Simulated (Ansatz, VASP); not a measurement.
## One calculation of CaSe, two programs

INCAR

```
SYSTEM = CaSe
  PREC = Accurate
  ENCUT = 520
  EDIFF = 1E-6
  ISMEAR = -1
  SIGMA = 0.01
  LREAL = .FALSE.
  LASPH = .TRUE.
  NELM = 100
  ALGO = Normal
  ISIF = 2
  LWAVE = .FALSE.
  LCHARG = .TRUE.
  GGA = PE
  LELF = .TRUE.
  LVHAR = .TRUE.
  NBANDS = 15
```

File KPOINTS:

```
regular mesh
0
G
  7 7 7
  0 0 0
```

POSCAR

```
CaSe
1.0
    0.0000000000      2.9311584894      2.9311584894
    2.9311584894      0.0000000000      2.9311584894
    2.9311584894      2.9311584894      0.0000000000
Ca Se
1 1
Direct
    0.0000000000      0.0000000000      0.0000000000
    0.5000000000      0.5000000000      0.5000000000
```

Input for Ansatz:

```yaml
crystal:
  lattice:
    - [0.0, 2.9311584894, 2.9311584894]
    - [2.9311584894, 0.0, 2.9311584894]
    - [2.9311584894, 2.9311584894, 0.0]
  atoms:
    - { symbol: Ca, position: [0.0, 0.0, 0.0] }
    - { symbol: Se, position: [0.5, 0.5, 0.5] }
kpoints:
  mp_grid: { grid: [7, 7, 7] }
scf:
  occupations: { method: fermi_dirac, width: 0.01 }
hamiltonian:
  xc: pbe
  pseudopotentials: { kind: all_electron, lapw: { basis_error: 0.001 } }
output:
  forces: true
  stress: true
  eigenvalues: true
```

Change from the starting cell: volume scaled by 0.975.

Alike in both runs: task single point; functional PBE; k mesh 7 × 7 × 7; occupations fermi-dirac, width 0.01 eV; no spin polarisation.

|  | VASP | Ansatz |
| --- | --- | --- |
| version | VASP 6.6.1 | Ansatz 0.2.0 |
| potentials or method | VASP PAW PBE potentials, release 64 (Ca_sv, Se), cutoff 520 eV | all-electron LAPW, scalar-relativistic |

|  | VASP | Ansatz | Ansatz less VASP |
| --- | --- | --- | --- |
| gap on the k mesh at the Fermi level (eV) | 2.02 | 2.03 | +0.010 |
| pressure (GPa) | 2.8 | 2.6 | -0.20 |

Ansatz ran all-electron here, and VASP with PAW potentials.
